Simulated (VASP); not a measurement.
# Zr7B (R-3m) in VASP: relaxation of cell and atoms with PBE

Aim: the relaxation of cell and atoms of Zr7B with PBE.

Program: VASP 6.6.1. These are calculated values, not measurements. Logs are shortened: lines on timing, memory, paths and dates and some standing lists are left out, and cuts for length are marked.

**1. The cell of the first run**

It takes space group R-3m (No. 166, trigonal). The conventional cell has a = 8.784 Å, b = 8.784 Å, c = 8.008 Å, α = 90.00°, β = 90.00°, γ = 120.00°. Zr (site symmetry m) has 1 B at 2.30 Å and 9 Zr at 3.07 to 3.34 Å within 3.4 Å. Within 4.2 Å of Zr (site symmetry -3m) lie 12 Zr at 3.16 to 3.34 Å and 2 B at 4.00 Å. B (site symmetry -3m) has 6 Zr at 2.30 Å within 3.0 Å.

The cell was built from a structure type or drawn by symmetry, and may not be a known phase.

**2. Relaxation of cell and atoms, PBE**

File INCAR:

```
SYSTEM = Zr7B
PREC = Accurate
ENCUT = 600
EDIFF = 1E-7
ISMEAR = 0
SIGMA = 0.1
LREAL = .False.
LASPH = .True.
NELM = 80
ALGO = Fast
ISIF = 3
LWAVE = .False.
LCHARG = .False.
GGA = PE
IBRION = 2
NSW = 100
EDIFFG = -0.01
```

File KPOINTS:

```
Automatic mesh
0
Gamma
  6 6 6
  0 0 0
```

File POSCAR:

```
Zr7B
1.0
    4.3919464324      2.5356914550      2.6694015008
   -4.3919464324      2.5356914550      2.6694015008
    0.0000000000     -5.0713829100      2.6694015008
Zr B
7 1
Direct
    0.2160117846      0.5937939364      0.2160117846
    0.2160117846      0.2160117846      0.5937939364
    0.5937939364      0.2160117846      0.2160117846
    0.7839882154      0.4062060636      0.7839882154
    0.4062060636      0.7839882154      0.7839882154
    0.7839882154      0.7839882154      0.4062060636
    0.0000000000      0.0000000000      0.0000000000
    0.5000000000      0.5000000000      0.5000000000
```

Potentials or basis: VASP PAW PBE potentials, release 64 (Zr_sv, B).

Launch:

```console
$ cat potpaw_PBE.64/Zr_sv/POTCAR potpaw_PBE.64/B/POTCAR > POTCAR
$ mpirun -np 1 vasp_std > vasp.out
```

OUTCAR:

```text
SYSTEM = Zr7B
   PREC = Accurate
   ENCUT = 600
   EDIFF = 1E-7
   ISMEAR = 0
   LREAL = .False.
   LASPH = .True.
   NELM = 80
   ISIF = 3
   GGA = PE
   IBRION = 2
   NSW = 100
   EDIFFG = -0.01

 ion  position               nearest neighbor table
   1  0.216  0.594  0.216-   8 2.30   4 3.07   7 3.16   5 3.16   6 3.16   5 3.17   6 3.17   2 3.32
                             3 3.32   7 3.34   3 3.84   3 3.84   2 3.84   2 3.84
   2  0.216  0.216  0.594-   8 2.30   6 3.07   7 3.16   5 3.16   4 3.16   5 3.17   4 3.17   3 3.32
                             1 3.32   7 3.34   1 3.84   3 3.84   1 3.84   3 3.84
   3  0.594  0.216  0.216-   8 2.30   5 3.07   7 3.16   4 3.16   6 3.16   4 3.17   6 3.17   2 3.32
                             1 3.32   7 3.34   1 3.84   1 3.84   2 3.84   2 3.84
   4  0.784  0.406  0.784-   8 2.30   1 3.07   7 3.16   3 3.16   2 3.16   3 3.17   2 3.17   6 3.32
                             5 3.32   7 3.34   5 3.84   5 3.84   6 3.84   6 3.84
   5  0.406  0.784  0.784-   8 2.30   3 3.07   7 3.16   1 3.16   2 3.16   1 3.17   2 3.17   6 3.32
                             4 3.32   7 3.34   4 3.84   4 3.84   6 3.84   6 3.84
   6  0.784  0.784  0.406-   8 2.30   2 3.07   7 3.16   1 3.16   3 3.16   3 3.17   1 3.17   4 3.32
                             5 3.32   7 3.34   4 3.84   5 3.84   5 3.84   4 3.84
   7  0.000  0.000  0.000-   2 3.16   6 3.16   3 3.16   4 3.16   5 3.16   1 3.16   2 3.34   6 3.34
                             3 3.34   1 3.34   4 3.34   5 3.34
   8  0.500  0.500  0.500-   2 2.30   6 2.30   3 2.30   4 2.30   5 2.30   1 2.30

  LATTYP: Found a trigonal (rhomboedric) cell.
 ALAT       =     5.7310233809
 COS(alpha) =    -0.1745721633

  Lattice vectors:

 A1 = (   4.3919464324,   2.5356914550,   2.6694015008)
 A2 = (  -4.3919464324,   2.5356914550,   2.6694015008)
 A3 = (   0.0000000000,  -5.0713829100,   2.6694015008)

Analysis of symmetry for initial positions (statically):
=====================================================================
 Subroutine PRICEL returns:
 Original cell was already a primitive cell.

 Routine SETGRP: Setting up the symmetry group for a
 trigonal (rhombohedral) supercell.

 Subroutine GETGRP returns: Found 12 space group operations
 (whereof 12 operations were pure point group operations)
 out of a pool of 12 trial point group operations.

The static configuration has the point symmetry D_3d.

Analysis of symmetry for dynamics (positions and initial velocities):
=====================================================================
 Subroutine PRICEL returns:
 Original cell was already a primitive cell.

 Routine SETGRP: Setting up the symmetry group for a
 trigonal (rhombohedral) supercell.

 Subroutine GETGRP returns: Found 12 space group operations
 (whereof 12 operations were pure point group operations)
 out of a pool of 12 trial point group operations.

The dynamic configuration has the point symmetry D_3d.

 Subroutine INISYM returns: Found 12 space group operations
 (whereof 12 operations are pure point group operations),
 and found     1 'primitive' translations

----------------------------------------------------------------------------------------

                                     Primitive cell

  volume of cell :     178.3687

  direct lattice vectors                    reciprocal lattice vectors
     4.391946432  2.535691455  2.669401501     0.113844740  0.065728291  0.124871936
    -4.391946432  2.535691455  2.669401501    -0.113844740  0.065728291  0.124871936
     0.000000000 -5.071382910  2.669401501     0.000000000 -0.131456583  0.124871936

  length of vectors
     5.731023381  5.731023381  5.731023381     0.181311427  0.181311427  0.181311427

  position of ions in fractional coordinates (direct lattice)
     0.216011785  0.593793936  0.216011785
     0.216011785  0.216011785  0.593793936
     0.593793936  0.216011785  0.216011785
     0.783988215  0.406206064  0.783988215
     0.406206064  0.783988215  0.783988215
     0.783988215  0.783988215  0.406206064
     0.000000000  0.000000000  0.000000000
     0.500000000  0.500000000  0.500000000

  ion indices of the primitive-cell ions
   primitive index   ion index
                 1           1
                 2           2
                 3           3
                 4           4
                 5           5
                 6           6
                 7           7
                 8           8

----------------------------------------------------------------------------------------

 KPOINTS: Automatic mesh

Automatic generation of k-mesh.
 Grid dimensions read from file:
 generate k-points for:    6    6    6

 Generating k-lattice:

  Cartesian coordinates                     Fractional coordinates (reciprocal lattice)
     0.018974123  0.010954715  0.020811989     0.166666667  0.000000000 -0.000000000
    -0.018974123  0.010954715  0.020811989     0.000000000  0.166666667 -0.000000000
     0.000000000 -0.021909430  0.020811989    -0.000000000 -0.000000000  0.166666667

  Length of vectors
     0.030218571  0.030218571  0.030218571

  Shift w.r.t. Gamma in fractional coordinates (k-lattice)
     0.000000000  0.000000000  0.000000000

 Subroutine IBZKPT returns following result:
 ===========================================

 Found     32 irreducible k-points:

 Following reciprocal coordinates:
            Coordinates               Weight
  0.000000  0.000000  0.000000      1.000000
  0.166667  0.000000  0.000000      6.000000
  0.333333  0.000000  0.000000      6.000000
  0.500000 -0.000000  0.000000      3.000000
  0.166667  0.166667  0.000000      6.000000
  0.333333  0.166667  0.000000     12.000000
[... 16 lines left out ...]
  0.500000  0.500000  0.166667      6.000000
 -0.333333  0.500000  0.166667     12.000000
 [... further k-points ...]
   k-points           NKPTS =     32   k-points in BZ     NKDIM =     32   number of bands    NBANDS=     52
   number of dos      NEDOS =    301   number of ions     NIONS =      8
   total plane-waves  NPLWV = 110592
   dimension x,y,z NGX =    48 NGY =   48 NGZ =   48
   dimension x,y,z NGXF=    96 NGYF=   96 NGZF=   96
   ions per type =               7   1
   NGX,Y,Z   is equivalent  to a cutoff of  13.92, 13.92, 13.92 a.u.
   NGXF,Y,Z  is equivalent  to a cutoff of  27.85, 27.85, 27.85 a.u.
 SYSTEM =  Zr7B
   PREC   = accura    normal or accurate (medium, high low for compatibility)
   ISTART =      0    job   : 0-new  1-cont  2-samecut
   ICHARG =      2    charge: 1-file 2-atom 10-const
   ISPIN  =      1    spin polarized calculation?
   LNONCOLLINEAR =      F non collinear calculations
   LSORBIT =      F    spin-orbit coupling
   LASPH  =      T    aspherical Exc in radial PAW
   ENCUT  =  600.0 eV  44.10 Ry    6.64 a.u.  11.45 11.45 11.45*2*pi/ulx,y,z
   NELM   =     80;   NELMIN=  2; NELMDL= -5     # of ELM steps
   EDIFF  = 0.1E-06   stopping-criterion for ELM
   LREAL  =      F    real-space projection
   EDIFFG = -.1E-01   stopping-criterion for IOM
   NSW    =    100    number of steps for IOM
   IBRION =      2    ionic relax: 0-MD 1-quasi-New 2-CG
   NFREE  =      1    steps in history (QN), initial steepest desc. (CG)
   ISIF   =      3    stress and relaxation
   ISYM   =      2    0-nonsym 1-usesym 2-fastsym
   POTIM  = 0.5000    time-step for ionic-motion
   TEBEG  =    0.0;   TEEND  =   0.0 temperature during run
   PSTRESS=    0.0 pullay stress
   NELECT =      87.0000    total number of electrons
   NUPDOWN=      -1.0000    fix difference up-down
   EMIN   =  10.00;   EMAX   =-10.00  energy-range for DOS
   EFERMI =   0.00;   METHOD = LEGACY
   ISMEAR =     0;   SIGMA  =   0.10  broadening in eV -4-tet -1-fermi 0-gaus
   EFERMI_NEDOS =   21; number of points for ismear=-14 and -15
   IALGO  =     68    algorithm
   IMIX   =      4    mixing-type and parameters
     AMIX     =   0.40;   BMIX     =  1.00
     AMIX_MAG =   1.60;   BMIX_MAG =  1.00
  volume/ion in A,a.u.               =      22.30       150.46
  Fermi-wavevector in a.u.,A,eV,Ry     =   1.288670  2.435233 22.594792  1.660670
  Thomas-Fermi vector in A             =   2.420610
   LORBIT       =      0    0 simple, 1 ext, 2 COOP (PROOUT), +10 PAW based schemes
   GGA     = PE    functional components
   LHFCALC =     F    Hartree Fock is set to
   AEXX    =    0.0000 exact exchange contribution
   IVDW    =     0    specifies the selected vdW correction
   LEPSILON=     F    determine dielectric tensor
   LRPA    =     F    only Hartree local field effects (RPA)
 conjugate gradient relaxation of ions
 non-spin polarized calculation
 RMM-DIIS sequential band-by-band and
 Gauss-broadening in eV      SIGMA  =   0.10
  energy-cutoff  :      600.00
  volume of cell :      178.37
 maximum number of plane-waves:      5987
 NGX is ok and might be reduce to    48
   NGX = 23   NGY = 23   NGZ = 23

--------------------------------------- Ionic step        1  -------------------------------------------

 number of electron      87.0000000 magnetization

 Free energy of the ion-electron system (eV)
  ---------------------------------------------------
  ext. energy  EPLUGINS =         0.00000000
  ---------------------------------------------------
  free energy    TOTEN  =       -65.89285631 eV

  energy without entropy =      -65.84130980  energy(sigma->0) =      -65.86708305

------------------------ aborting loop because EDIFF is reached ----------------------------------------

  FORCE on cell =-STRESS in cart. coord.  units (eV):
  Direction    XX          YY          ZZ          XY          YZ          ZX
  --------------------------------------------------------------------------------------
  -------------------------------------------------------------------------------------
  Total        0.9579519      0.9579519     -0.5702060      0.0000000      0.0000000      0.0000000
  in kB        8.6046993      8.6046993     -5.1218136      0.0000000      0.0000000      0.0000000
  external PRESSURE =       4.0291950 kB  Pullay stress =       0.0000000 kB
[... 153 lines left out ...]
  energy  without entropy=      -65.8589196780  energy(sigma->0) =      -65.88333208

--------------------------------------- Ionic step        5  -------------------------------------------

 number of electron      87.0000000 magnetization

 Free energy of the ion-electron system (eV)
  ---------------------------------------------------
  ext. energy  EPLUGINS =         0.00000000
  ---------------------------------------------------
  free energy    TOTEN  =       -65.91102506 eV

  energy without entropy =      -65.86453890  energy(sigma->0) =      -65.88778198

 E-fermi :   8.0068     XC(G=0): -10.8472

 val. band max:        8.0002292413   @ k =  -0.3333  -0.3333   0.1667
 cond. band min:       8.0341997464   @ k =  -0.1667   0.3333   0.1667
 fundamental gap:      0.0339705051
 Fermi energy:         8.0067747330

 k-point     1 :       0.0000    0.0000    0.0000
  band No.  band energies     occupation
      1     -40.6258      2.00000
      2     -40.5251      2.00000
      3     -40.4829      2.00000
      4     -40.4829      2.00000
      5     -40.4767      2.00000
      6     -40.4767      2.00000
[... 1309 lines left out ...]
     51       9.8323      0.00000
     52       9.9951      0.00000

 [... further k-points ...]

------------------------ aborting loop because EDIFF is reached ----------------------------------------

  FORCE on cell =-STRESS in cart. coord.  units (eV):
  Direction    XX          YY          ZZ          XY          YZ          ZX
  --------------------------------------------------------------------------------------
  -------------------------------------------------------------------------------------
  Total        0.0319455      0.0319455      0.0195352     -0.0000000      0.0000000     -0.0000000
  in kB        0.2865771      0.2865771      0.1752462     -0.0000000      0.0000000     -0.0000000
  external PRESSURE =       0.2494668 kB  Pullay stress =       0.0000000 kB
[... 23 lines left out ...]
  FREE ENERGIE OF THE ION-ELECTRON SYSTEM (eV)
  ---------------------------------------------------
  free  energy   TOTEN  =       -65.9110250557 eV

  energy  without entropy=      -65.8645389010  energy(sigma->0) =      -65.88778198

 reached required accuracy - stopping structural energy minimisation
```

Run time: 74 min. Hardware: 1 thread of Intel Xeon 8259CL, shared host; peak memory 0.52 GiB.

Results:

| Quantity | Value |
| --- | --- |
| Free energy | -65.9110 eV |
| Relaxed volume | 22.32 Å³/atom |
| Relaxed cell | a = 5.756 Å, b = 5.756 Å, c = 5.756 Å, α = 100.99°, β = 100.99°, γ = 100.99° |
| Space group after relaxing (to 0.1 Å) | R-3m (No. 166) |
| Energy gained by relaxing | 2.3 meV/atom |
| Ionic steps | 5 |
| Pressure after relaxing | 0.0 GPa |
| Largest force after relaxing | 0.008 eV/Å |
| Band gap on the k mesh | zero (an odd number of electrons rules out a gap without spin polarisation) |

Forces in eV/Å, atoms in the order of the input:
```
Zr   0.001 -0.001  0.008
Zr   0.000  0.001  0.008
Zr  -0.001 -0.001  0.008
Zr  -0.001  0.001 -0.008
Zr   0.001  0.001 -0.008
Zr   0.000 -0.001 -0.008
Zr   0.000  0.000  0.000
B    0.000  0.000  0.000
```

Step by step:
```csv
step,energy change (eV),largest force (eV/Å),pressure (GPa),volume (Å³)
1,0.0000,0.0678,0.40,178.37
2,-0.0084,0.0112,-0.45,179.81
3,-0.0086,0.0211,-0.62,180.09
4,-0.0149,0.0147,-0.34,179.47
5,-0.0182,0.0079,0.02,178.60
```

Final structure:
```
CELL_PARAMETERS angstrom
4.44106 2.56405 2.61406
-4.44106 2.56405 2.61406
0.00000 -5.12810 2.61406
ATOMIC_POSITIONS crystal
Zr 0.21532 0.59444 0.21532
Zr 0.21532 0.21532 0.59444
Zr 0.59444 0.21532 0.21532
Zr 0.78468 0.40556 0.78468
Zr 0.40556 0.78468 0.78468
Zr 0.78468 0.78468 0.40556
Zr 0.00000 0.00000 0.00000
B 0.50000 0.50000 0.50000
```
